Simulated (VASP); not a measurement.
BP: elastic constants with PBEsol

BP:

```xyz
2
Lattice="0.0000 2.2473 2.2473 2.2473 0.0000 2.2473 2.2473 2.2473 0.0000" Properties=species:S:1:pos:R:3 pbc="T T T"
B     0.0000    0.0000    0.0000
P     3.3709    3.3709    3.3709
```

* Program: VASP 6.6.1
* Task: elastic constants
* Functional: PBEsol
* Potentials or basis: VASP PAW PBE potentials, release 64 (B, P)
* Cutoff: 600 eV
* k mesh: 10 × 10 × 10
* Occupations: gaussian, width 0.01 eV
* Spin: no spin polarisation
* Dipole correction: no
* Ions in elastic constants: relaxed
* Further INCAR settings: ALGO = Normal; EDIFF = 1e-08; NBANDS = 11; IBRION = 6; POTIM = 0.015; NSW = 1; ISIF = 3

```
Elastic constants C11, C12, C44                         : 357, 88, 194 GPa
Voigt bulk modulus                                      : 178 GPa
Highest phonon frequency at Γ, LO-TO splitting left out : 825 cm⁻¹
```

Phonon frequencies in cm⁻¹ (negative: imaginary):
| q point | frequencies |
| --- | --- |
| (0.000, 0.000, 0.000) | 0 0 0 825 825 825 |

Elastic tensor in Voigt notation (GPa, in the Cartesian axes of the cell as first typed):
```
357  88  88   0   0   0
 88 357  88   0   0   0
 88  88 357   0   0   0
  0   0   0 194   0   0
  0   0   0   0 194   0
  0   0   0   0   0 194
```

Clamped-ion elastic tensor (GPa):
```
357  88  88   0   0   0
 88 357  88   0   0   0
 88  88 357   0   0   0
  0   0   0 221   0   0
  0   0   0   0 221   0
  0   0   0   0   0 221
```

It took 8.1 min on 1 thread of Intel(R) Xeon(R) Platinum 8488C (Sapphire Rapids), with other jobs on the host, peak memory 0.27 GiB.

Caveat: the cell is under stress, which shifts elastic constants; the PAW data sets were made with another functional, which shifts forces and pressure a little.
